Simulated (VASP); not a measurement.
# Au (Fm-3m) in VASP: further runs

Runs on Au. Level: LDA. Tasks: single point, relaxation of cell and atoms.

Everything below comes from runs of VASP 6.6.1. Logs are shortened: lines on timing, memory, paths and dates and some standing lists are left out, and cuts for length are marked.

## Step 1: The cell of the first run

It takes space group Fm-3m (No. 225, cubic). Conventional cell: a = 4.047 Å, b = 4.047 Å, c = 4.047 Å, α = 90.00°, β = 90.00°, γ = 90.00°. Within 3.8 Å of Au (site symmetry m-3m) lie 12 Au at 2.86 Å.

## Step 2: Single point, LDA

Input file INCAR:

```
SYSTEM = Au
ALGO = Fast
EDIFF = 1E-7
ENCUT = 520
ISIF = 2
ISMEAR = 0
LASPH = .True.
LCHARG = .True.
LELF = .True.
LREAL = .False.
LVHAR = .True.
LWAVE = .False.
NBANDS = 12
NELM = 60
PREC = Accurate
SIGMA = 0.05
```

Input file KPOINTS:

```
k-points
0
Gamma
  24 24 24
  0 0 0
```

Input file POSCAR:

```
Au
1.0
    0.0000000000      2.0236964491      2.0236964491
    2.0236964491      0.0000000000      2.0236964491
    2.0236964491      2.0236964491      0.0000000000
Au
1
Direct
    0.0000000000      0.0000000000      0.0000000000
```

Potentials or basis: VASP PAW LDA potentials, release 64 (Au).

On the command line:

```console
cat potpaw_LDA.64/Au/POTCAR > POTCAR
mpirun -np 1 vasp_std > vasp.out
```

OUTCAR:

```text
SYSTEM = Au
   EDIFF = 1E-7
   ENCUT = 520
   ISIF = 2
   ISMEAR = 0
   LASPH = .True.
   LREAL = .False.
   NELM = 60
   PREC = Accurate

 ion  position               nearest neighbor table
   1  0.000  0.000  0.000-

  LATTYP: Found a face centered cubic cell.
 ALAT       =     4.0473928982

  Lattice vectors:

 A1 = (   0.0000000000,   2.0236964491,   2.0236964491)
 A2 = (   2.0236964491,   0.0000000000,   2.0236964491)
 A3 = (   2.0236964491,   2.0236964491,   0.0000000000)

Analysis of symmetry for initial positions (statically):
=====================================================================
 Subroutine PRICEL returns:
 Original cell was already a primitive cell.

 Routine SETGRP: Setting up the symmetry group for a
 face centered cubic supercell.

 Subroutine GETGRP returns: Found 48 space group operations
 (whereof 48 operations were pure point group operations)
 out of a pool of 48 trial point group operations.

The static configuration has the point symmetry O_h .

Analysis of symmetry for dynamics (positions and initial velocities):
=====================================================================
 Subroutine PRICEL returns:
 Original cell was already a primitive cell.

 Routine SETGRP: Setting up the symmetry group for a
 face centered cubic supercell.

 Subroutine GETGRP returns: Found 48 space group operations
 (whereof 48 operations were pure point group operations)
 out of a pool of 48 trial point group operations.

The dynamic configuration has the point symmetry O_h .

 Subroutine INISYM returns: Found 48 space group operations
 (whereof 48 operations are pure point group operations),
 and found     1 'primitive' translations

----------------------------------------------------------------------------------------

                                     Primitive cell

  volume of cell :      16.5755

  direct lattice vectors                    reciprocal lattice vectors
     0.000000000  2.023696449  2.023696449    -0.247072628  0.247072628  0.247072628
     2.023696449  0.000000000  2.023696449     0.247072628 -0.247072628  0.247072628
     2.023696449  2.023696449  0.000000000     0.247072628  0.247072628 -0.247072628

  length of vectors
     2.861938964  2.861938964  2.861938964     0.427942345  0.427942345  0.427942345

  position of ions in fractional coordinates (direct lattice)
     0.000000000  0.000000000  0.000000000

  ion indices of the primitive-cell ions
   primitive index   ion index
                 1           1

[... 75 lines left out ...]
   IBRION =     -1    ionic relax: 0-MD 1-quasi-New 2-CG
   NFREE  =      0    steps in history (QN), initial steepest desc. (CG)
   ISIF   =      2    stress and relaxation
   ISYM   =      2    0-nonsym 1-usesym 2-fastsym
   POTIM  = 0.5000    time-step for ionic-motion
   TEBEG  =    0.0;   TEEND  =   0.0 temperature during run
   PSTRESS=    0.0 pullay stress
   NELECT =      11.0000    total number of electrons
   NUPDOWN=      -1.0000    fix difference up-down
   EMIN   =  10.00;   EMAX   =-10.00  energy-range for DOS
   EFERMI =   0.00;   METHOD = LEGACY
   ISMEAR =     0;   SIGMA  =   0.05  broadening in eV -4-tet -1-fermi 0-gaus
   EFERMI_NEDOS =   21; number of points for ismear=-14 and -15
   IALGO  =     68    algorithm
   IMIX   =      4    mixing-type and parameters
     AMIX     =   0.40;   BMIX     =  1.00
     AMIX_MAG =   1.60;   BMIX_MAG =  1.00
  volume/ion in A,a.u.               =      16.58       111.86
  Fermi-wavevector in a.u.,A,eV,Ry     =   1.427963  2.698459 27.743354  2.039079
  Thomas-Fermi vector in A             =   2.548076
   LORBIT       =      0    0 simple, 1 ext, 2 COOP (PROOUT), +10 PAW based schemes
   GGA     = CA    functional components
   LHFCALC =     F    Hartree Fock is set to
   AEXX    =    0.0000 exact exchange contribution
   IVDW    =     0    specifies the selected vdW correction
   LEPSILON=     F    determine dielectric tensor
   LRPA    =     F    only Hartree local field effects (RPA)
 non-spin polarized calculation
 RMM-DIIS sequential band-by-band and
 Gauss-broadening in eV      SIGMA  =   0.05
  energy-cutoff  :      520.00
  volume of cell :       16.58
 maximum number of plane-waves:       459
 NGX is ok and might be reduce to    24
   NGX = 11   NGY = 11   NGZ = 11

 number of electron      10.9999999 magnetization

 Free energy of the ion-electron system (eV)
  ---------------------------------------------------
  ext. energy  EPLUGINS =         0.00000000
  ---------------------------------------------------
  free energy    TOTEN  =        -4.44584552 eV

  energy without entropy =       -4.44540106  energy(sigma->0) =       -4.44562329

 E-fermi :   9.7375     XC(G=0): -13.1444

 val. band max:        9.7312877231   @ k =   0.4583   0.2917   0.0000
 cond. band min:       9.7601657373   @ k =   0.4583   0.4167   0.0000
 fundamental gap:      0.0288780142
 Fermi energy:         9.7374888395

 k-point     1 :       0.0000    0.0000    0.0000
  band No.  band energies     occupation
      1      -0.4501      2.00000
      2       4.8978      2.00000
      3       4.8978      2.00000
      4       4.8978      2.00000
      5       6.5133      2.00000
      6       6.5133      2.00000
      7      24.2055      0.00000
      8      28.3206      0.00000
      9      28.3206      0.00000
     10      28.3206      0.00000
     11      33.4402      0.00000
     12      38.3333      0.00000
[... 331 lines left out ...]
 k-point    24 :       0.4583    0.0417    0.0000
  band No.  band energies     occupation
      1       2.1946      2.00000
      2       4.8515      2.00000
      3       4.9302      2.00000
      4       7.1573      2.00000
      5       7.7508      2.00000
      6       8.4666      2.00000
      7      13.8368      0.00000
      8      23.8382      0.00000
      9      26.9012      0.00000
     10      27.1534      0.00000
     11      34.8093      0.00000
     12      35.0570      0.00000

 [... further k-points ...]
[... 5 lines left out ...]
  --------------------------------------------------------------------------------------
  -------------------------------------------------------------------------------------
  Total        0.0560753      0.0560753      0.0560753      0.0000000      0.0000000      0.0000000
  in kB        5.4202091      5.4202091      5.4202091      0.0000000      0.0000000      0.0000000
  external PRESSURE =       5.4202091 kB  Pullay stress =       0.0000000 kB

 VOLUME and BASIS-vectors are now :
 -----------------------------------------------------------------------------
  energy-cutoff  :      520.00
  volume of cell :       16.58
      direct lattice vectors                 reciprocal lattice vectors
     0.000000000  2.023696449  2.023696449    -0.247072628  0.247072628  0.247072628
     2.023696449  0.000000000  2.023696449     0.247072628 -0.247072628  0.247072628
     2.023696449  2.023696449  0.000000000     0.247072628  0.247072628 -0.247072628

 POSITION                                       TOTAL-FORCE (eV/Angst)
 -----------------------------------------------------------------------------------
      0.00000      0.00000      0.00000         0.000000      0.000000     -0.000000
 -----------------------------------------------------------------------------------
    total drift:                               -0.000000     -0.000000      0.000000

  FREE ENERGIE OF THE ION-ELECTRON SYSTEM (eV)
  ---------------------------------------------------
  free  energy   TOTEN  =        -4.4458455190 eV

  energy  without entropy=       -4.4454010615  energy(sigma->0) =       -4.44562329
```

It took 78 s on 1 thread of AMD EPYC 7R13 (Zen 3), shared host; peak memory 0.17 GiB.

What came out:

```yaml
Free_energy: -4.4458 eV
Pressure: 0.5 GPa
```

Caveat: spin-orbit coupling is left out, which moves the levels of the heavy elements.

(Part 1 of 2 ends here.)
